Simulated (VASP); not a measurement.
**Ba2BCl: single point with PBE**

Ba2BCl:

```
Ba B Cl
1.0
     4.51011    0.00000    0.00000
     0.00000    4.51011    0.00000
     0.00000    0.00000    6.28245
Ba B Cl
2 1 1
Cartesian
  0.0000 0.0000 3.1412
  2.2551 2.2551 0.0000
  0.0000 0.0000 0.0000
  2.2551 2.2551 3.1412
```

The cell was generated, and may not be a known phase.

| Item | Value |
| --- | --- |
| Program | VASP 6.6.1 |
| Task | single point |
| Functional | PBE |
| Potentials or basis | VASP PAW PBE potentials, release 64 (Ba_sv, B, Cl) |
| Cutoff | 520 eV |
| k mesh | 10 × 10 × 8 |
| Occupations | gaussian, width 0.1 eV |
| Spin | no spin polarisation |
| Dipole correction | no |
| Further INCAR settings | ALGO = Normal; EDIFF = 1e-06; NBANDS = 23 |

```yaml
Pressure: 0.4 GPa
Band_gap_on_the_k_mesh: zero (bands 15 and 16 overlap by 1.05 eV)
```

Levels at points of the mesh, in eV from the Fermi level:
```
           k point  band 13  band 14  band 15  band 16  band 17  band 18
(0.00, 0.00, 0.00)    -5.31    -0.24     0.77     1.06     1.41     1.41
(0.50, 0.00, 0.00)    -4.71    -1.18    -0.03    -0.02     1.89     2.48
(0.50, 0.50, 0.00)    -5.27    -0.04    -0.04     0.63     0.63     1.22
(0.00, 0.00, 0.50)    -5.15    -0.91     0.07     0.90     0.90     1.35
(0.50, 0.00, 0.50)    -4.28    -1.39    -1.00    -0.29     2.50     3.26
(0.50, 0.50, 0.50)    -4.88    -0.38    -0.19    -0.19     2.14     2.14
```

Wall time 8.5 min on 1 thread of Intel Xeon 8259CL (shared host), peak memory 0.45 GiB.

Caveat: spin-orbit coupling is left out, which moves the levels of the heavy elements.
